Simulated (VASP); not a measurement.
# WS2 (P3m1) in VASP: notebook

WS2 is run at these levels: PBE+D3(BJ); tasks: single point.

Program: VASP 6.6.1. These are calculated values, not measurements. Logs are shortened: lines on timing, memory, paths and dates and some standing lists are left out, and cuts for length are marked.

## Step 1: The cell of the first run

The structure is trigonal, space group P3m1 (No. 156). Conventional cell: a = 3.154 Å, b = 3.154 Å, c = 12.140 Å, α = 90.00°, β = 90.00°, γ = 120.00°. W (site symmetry 3m) has 6 S at 2.41 Å and 6 W at 3.15 Å within 3.2 Å. W (site symmetry 3m) has 6 S at 2.28 to 2.41 Å within 3.0 Å. Within 3.0 Å of S (site symmetry 3m) lie 3 W at 2.28 Å and 1 S at 2.95 Å. S (site symmetry 3m) has 3 W at 2.41 Å and 7 S at 3.15 Å within 3.2 Å. S (site symmetry 3m) has 3 W at 2.41 Å and 7 S at 2.95 to 3.15 Å within 3.2 Å. Within 3.2 Å of S (site symmetry 3m) lie 3 W at 2.41 Å and 7 S at 3.15 Å.

## Step 2: Single point, PBE+D3(BJ) (atom 3 (S) moved +0.200 Å towards its neighbour atom 5 (S) at 3.149 Å)

Contents of INCAR:

```
SYSTEM = WS2
  ALGO = Normal
  EDIFF = 1E-6
  ENCUT = 520
  GGA = PE
  ISIF = 2
  ISMEAR = 0
  IVDW = 12
  LASPH = .True.
  LCHARG = .False.
  LREAL = .False.
  LWAVE = .False.
  NBANDS = 35
  NELM = 60
  PREC = Accurate
  SIGMA = 0.05
```

Contents of KPOINTS:

```
k-points
0
Gamma
  12 12 4
  0 0 0
```

Contents of POSCAR:

```
WS2
1.0
    3.1542063626      0.0000000000      0.0000000000
   -1.5771031813      2.7316228388      0.0000000000
    0.0000000000      0.0000000000     12.1399047294
W S
2 4
Direct
    0.3333333333      0.6666666667      0.2500000000
    0.6666666667      0.3333333333      0.7500000000
    0.3333333333      0.6666666667      0.6367619740
    0.6666666667      0.3333333333      0.1202873801
    0.3333333333      0.6666666667      0.8797126199
    0.6666666667      0.3333333333      0.3797126199
```

Potentials or basis: VASP PAW PBE potentials, release 64 (W_sv, S).

Started as:

```bash
cat potpaw_PBE.64/W_sv/POTCAR potpaw_PBE.64/S/POTCAR > POTCAR
mpirun -np 1 vasp_std > vasp.out
```

OUTCAR:

```text
SYSTEM = WS2
   EDIFF = 1E-6
   ENCUT = 520
   GGA = PE
   ISIF = 2
   ISMEAR = 0
   IVDW = 12
   LASPH = .True.
   LREAL = .False.
   NELM = 60
   PREC = Accurate
 IVDW          = 12

 ion  position               nearest neighbor table
   1  0.333  0.667  0.250-   4 2.41   6 2.41   4 2.41   6 2.41   4 2.41   6 2.41
   2  0.667  0.333  0.750-   3 2.28   3 2.28   3 2.28   5 2.41   5 2.41   5 2.41
   3  0.333  0.667  0.637-   2 2.28   2 2.28   2 2.28
   4  0.667  0.333  0.120-   1 2.41   1 2.41   1 2.41
   5  0.333  0.667  0.880-   2 2.41   2 2.41   2 2.41
   6  0.667  0.333  0.380-   1 2.41   1 2.41   1 2.41

  LATTYP: Found a hexagonal cell.
 ALAT       =     3.1542063626
 C/A-ratio  =     3.8487985039

  Lattice vectors:

 A1 = (   3.1542063626,   0.0000000000,   0.0000000000)
 A2 = (  -1.5771031813,   2.7316228388,   0.0000000000)
 A3 = (   0.0000000000,   0.0000000000,  12.1399047294)

Analysis of symmetry for initial positions (statically):
=====================================================================
 Subroutine PRICEL returns:
 Original cell was already a primitive cell.

 Routine SETGRP: Setting up the symmetry group for a
 hexagonal supercell.

 Subroutine GETGRP returns: Found  6 space group operations
 (whereof  6 operations were pure point group operations)
 out of a pool of 24 trial point group operations.

The static configuration has the point symmetry C_3v.

Analysis of symmetry for dynamics (positions and initial velocities):
=====================================================================
 Subroutine PRICEL returns:
 Original cell was already a primitive cell.

 Routine SETGRP: Setting up the symmetry group for a
 hexagonal supercell.

 Subroutine GETGRP returns: Found  6 space group operations
 (whereof  6 operations were pure point group operations)
 out of a pool of 24 trial point group operations.

The dynamic configuration has the point symmetry C_3v.

 Subroutine INISYM returns: Found  6 space group operations
 (whereof  6 operations are pure point group operations),
 and found     1 'primitive' translations

----------------------------------------------------------------------------------------

                                     Primitive cell

  volume of cell :     104.5987

  direct lattice vectors                    reciprocal lattice vectors
     3.154206363  0.000000000  0.000000000     0.317036961  0.183041375  0.000000000
    -1.577103181  2.731622839  0.000000000     0.000000000  0.366082750  0.000000000
     0.000000000  0.000000000 12.139904729     0.000000000  0.000000000  0.082372969

  length of vectors
     3.154206363  3.154206363 12.139904729     0.366082750  0.366082750  0.082372969

  position of ions in fractional coordinates (direct lattice)
     0.333333333  0.666666667  0.250000000
     0.666666667  0.333333333  0.750000000
     0.333333333  0.666666667  0.636761974
     0.666666667  0.333333333  0.120287380
     0.333333333  0.666666667  0.879712620
     0.666666667  0.333333333  0.379712620

  ion indices of the primitive-cell ions
   primitive index   ion index
                 1           1
                 2           2
                 3           3
                 4           4
                 5           5
                 6           6

----------------------------------------------------------------------------------------

 KPOINTS: k-points

Automatic generation of k-mesh.
 Grid dimensions read from file:
 generate k-points for:   12   12    4

 Generating k-lattice:

  Cartesian coordinates                     Fractional coordinates (reciprocal lattice)
     0.026419747  0.015253448  0.000000000     0.083333333  0.000000000  0.000000000
     0.000000000  0.030506896  0.000000000     0.000000000  0.083333333  0.000000000
     0.000000000  0.000000000  0.020593242     0.000000000  0.000000000  0.250000000

  Length of vectors
     0.030506896  0.030506896  0.020593242

  Shift w.r.t. Gamma in fractional coordinates (k-lattice)
     0.000000000  0.000000000  0.000000000

 Subroutine IBZKPT returns following result:
 ===========================================

 Found     69 irreducible k-points:

 Following reciprocal coordinates:
            Coordinates               Weight
  0.000000  0.000000  0.000000      1.000000
  0.083333  0.000000  0.000000      6.000000
  0.166667  0.000000  0.000000      6.000000
  0.250000  0.000000  0.000000      6.000000
  0.333333 -0.000000  0.000000      6.000000
  0.416667  0.000000  0.000000      6.000000
[... 16 lines left out ...]
  0.166667  0.000000  0.250000      6.000000
  0.000000  0.166667  0.250000      6.000000
 [... further k-points ...]
   k-points           NKPTS =     69   k-points in BZ     NKDIM =     69   number of bands    NBANDS=     35
   number of dos      NEDOS =    301   number of ions     NIONS =      6
   total plane-waves  NPLWV =  51840
   dimension x,y,z NGX =    24 NGY =   24 NGZ =   90
   dimension x,y,z NGXF=    48 NGYF=   48 NGZF=  180
   ions per type =               2   4
   NGX,Y,Z   is equivalent  to a cutoff of  12.65, 12.65, 12.32 a.u.
   NGXF,Y,Z  is equivalent  to a cutoff of  25.30, 25.30, 24.65 a.u.
 SYSTEM =  WS2
   PREC   = accura    normal or accurate (medium, high low for compatibility)
   ISTART =      0    job   : 0-new  1-cont  2-samecut
   ICHARG =      2    charge: 1-file 2-atom 10-const
   ISPIN  =      1    spin polarized calculation?
   LNONCOLLINEAR =      F non collinear calculations
   LSORBIT =      F    spin-orbit coupling
   LASPH  =      T    aspherical Exc in radial PAW
   ENCUT  =  520.0 eV  38.22 Ry    6.18 a.u.   5.86  5.86 22.57*2*pi/ulx,y,z
   NELM   =     60;   NELMIN=  2; NELMDL= -5     # of ELM steps
   EDIFF  = 0.1E-05   stopping-criterion for ELM
   LREAL  =      F    real-space projection
   EDIFFG = 0.1E-04   stopping-criterion for IOM
   NSW    =      0    number of steps for IOM
   IBRION =     -1    ionic relax: 0-MD 1-quasi-New 2-CG
   NFREE  =      0    steps in history (QN), initial steepest desc. (CG)
   ISIF   =      2    stress and relaxation
   ISYM   =      2    0-nonsym 1-usesym 2-fastsym
   POTIM  = 0.5000    time-step for ionic-motion
   TEBEG  =    0.0;   TEEND  =   0.0 temperature during run
   PSTRESS=    0.0 pullay stress
   NELECT =      52.0000    total number of electrons
   NUPDOWN=      -1.0000    fix difference up-down
   EMIN   =  10.00;   EMAX   =-10.00  energy-range for DOS
   EFERMI =   0.00;   METHOD = LEGACY
   ISMEAR =     0;   SIGMA  =   0.05  broadening in eV -4-tet -1-fermi 0-gaus
   EFERMI_NEDOS =   21; number of points for ismear=-14 and -15
   IALGO  =     38    algorithm
   IMIX   =      4    mixing-type and parameters
     AMIX     =   0.40;   BMIX     =  1.00
     AMIX_MAG =   1.60;   BMIX_MAG =  1.00
  volume/ion in A,a.u.               =      17.43       117.64
  Fermi-wavevector in a.u.,A,eV,Ry     =   1.296882  2.450752 22.883690  1.681904
  Thomas-Fermi vector in A             =   2.428310
   LORBIT       =      0    0 simple, 1 ext, 2 COOP (PROOUT), +10 PAW based schemes
   GGA     = PE    functional components
   LHFCALC =     F    Hartree Fock is set to
   AEXX    =    0.0000 exact exchange contribution
   IVDW    =    12    specifies the selected vdW correction
   LEPSILON=     F    determine dielectric tensor
   LRPA    =     F    only Hartree local field effects (RPA)
 non-spin polarized calculation
 Gauss-broadening in eV      SIGMA  =   0.05
  energy-cutoff  :      520.00
  volume of cell :      104.60
 maximum number of plane-waves:      2841
   NGX = 11   NGY = 11   NGZ = 45

 number of electron      51.9999999 magnetization

 Free energy of the ion-electron system (eV)
  ---------------------------------------------------
  ext. energy  EPLUGINS =         0.00000000
  ---------------------------------------------------
  free energy    TOTEN  =       -46.76647566 eV

  energy without entropy =      -46.76647566  energy(sigma->0) =      -46.76647566

 E-fermi :   8.2323     XC(G=0): -11.0117

 val. band max:        7.9760228852   @ k =   0.0000   0.0000   0.0000
 cond. band min:       8.4786876410   @ k =   0.3333   0.3333   0.0000
 fundamental gap:      0.5026647558
 Fermi energy:         8.2322653958

 k-point     1 :       0.0000    0.0000    0.0000
  band No.  band energies     occupation
      1     -66.8895      2.00000
      2     -66.8864      2.00000
      3     -31.2024      2.00000
      4     -31.1439      2.00000
      5     -31.0560      2.00000
      6     -31.0560      2.00000
[... 27 lines left out ...]
     34      10.6832      0.00000
     35      12.3161      0.00000

 k-point     2 :       0.0833    0.0000    0.0000
  band No.  band energies     occupation
      1     -66.8882      2.00000
      2     -66.8851      2.00000
      3     -31.1974      2.00000
      4     -31.1394      2.00000
      5     -31.0831      2.00000
      6     -31.0622      2.00000
[... 27 lines left out ...]
     34      10.6971      0.00000
     35      12.8647      0.00000

 k-point     3 :       0.1667    0.0000    0.0000
  band No.  band energies     occupation
      1     -66.8845      2.00000
      2     -66.8816      2.00000
      3     -31.1848      2.00000
      4     -31.1558      2.00000
      5     -31.1271      2.00000
      6     -31.0791      2.00000
[... 27 lines left out ...]
     34      11.0171      0.00000
     35      14.1149      0.00000
[... 723 lines left out ...]
 k-point    23 :       0.1667    0.0000    0.2500
  band No.  band energies     occupation
      1     -66.8845      2.00000
      2     -66.8816      2.00000
      3     -31.1848      2.00000
      4     -31.1558      2.00000
      5     -31.1271      2.00000
      6     -31.0791      2.00000
[... 27 lines left out ...]
     34      11.0144      0.00000
     35      14.1387      0.00000

 k-point    24 :       0.0000    0.1667    0.2500
  band No.  band energies     occupation
      1     -66.8845      2.00000
      2     -66.8816      2.00000
      3     -31.1848      2.00000
      4     -31.1558      2.00000
      5     -31.1271      2.00000
      6     -31.0791      2.00000
[... 27 lines left out ...]
     34      11.0174      0.00000
     35      14.1377      0.00000

 [... further k-points ...]

------------------------ aborting loop because EDIFF is reached ----------------------------------------

 Edisp (eV)   -2.60927

 E8    (eV) :    -1.0964

  FORCE on cell =-STRESS in cart. coord.  units (eV):
  Direction    XX          YY          ZZ          XY          YZ          ZX
  --------------------------------------------------------------------------------------
  -------------------------------------------------------------------------------------
  Total       3.12728     3.12728     6.49287    -0.00000     0.00000     0.00000
  in kB      47.90169    47.90169    99.45369    -0.00000     0.00000     0.00000
  external pressure =       65.09 kB  Pullay stress =        0.00 kB

 VOLUME and BASIS-vectors are now :
 -----------------------------------------------------------------------------
  energy-cutoff  :      520.00
  volume of cell :      104.60
      direct lattice vectors                 reciprocal lattice vectors
     3.154206363  0.000000000  0.000000000     0.317036961  0.183041375  0.000000000
    -1.577103181  2.731622839  0.000000000     0.000000000  0.366082750  0.000000000
     0.000000000  0.000000000 12.139904729     0.000000000  0.000000000  0.082372969

 POSITION                                       TOTAL-FORCE (eV/Angst)
 -----------------------------------------------------------------------------------
     -0.00000      1.82108      3.03498         0.000000     -0.000000      0.002514
      1.57710      0.91054      9.10493        -0.000000      0.000000      3.941592
     -0.00000      1.82108      7.73023         0.000000     -0.000000     -4.498751
      1.57710      0.91054      1.46028        -0.000000     -0.000000      0.000820
     -0.00000      1.82108     10.67963         0.000000     -0.000000      0.474920
      1.57710      0.91054      4.60968        -0.000000      0.000000      0.078905
 -----------------------------------------------------------------------------------
    total drift:                               -0.000000      0.000000     -0.000174

  FREE ENERGIE OF THE ION-ELECTRON SYSTEM (eV)
  ---------------------------------------------------
  free  energy   TOTEN  =       -49.3757504073 eV

  energy  without entropy=      -49.3757504073  energy(sigma->0) =      -49.37575041
```

It took 2.9 min on 1 thread of Intel Xeon Platinum 8488C (Sapphire Rapids), shared host; peak memory 0.35 GiB.

What came out:

* Free energy: -49.3758 eV
* Pressure: 6.5 GPa
* Largest force: 4.499 eV/Å
* Band gap on the k mesh: 0.50 eV (least direct gap 1.36 eV)
* Dispersion energy per atom: -0.435 eV

Forces on the atoms (eV/Å):
```
W    0.000  0.000  0.003
W    0.000  0.000  3.942
S    0.000  0.000 -4.499
S    0.000  0.000  0.001
S    0.000  0.000  0.475
S    0.000  0.000  0.079
```

Caveat: the cell differs from its parent crystal (atom 3 (S) moved +0.200 Å towards its neighbour atom 5 (S) at 3.149 Å); the stress differs along the axes, from 5 to 10 GPa; spin-orbit coupling is left out, which moves the levels of the heavy elements; forces of over 1 eV/Å act on the atoms, so gaps and moduli don't describe the material at rest. A k mesh can miss the band edges.

(Continued in part 2 of 2.)
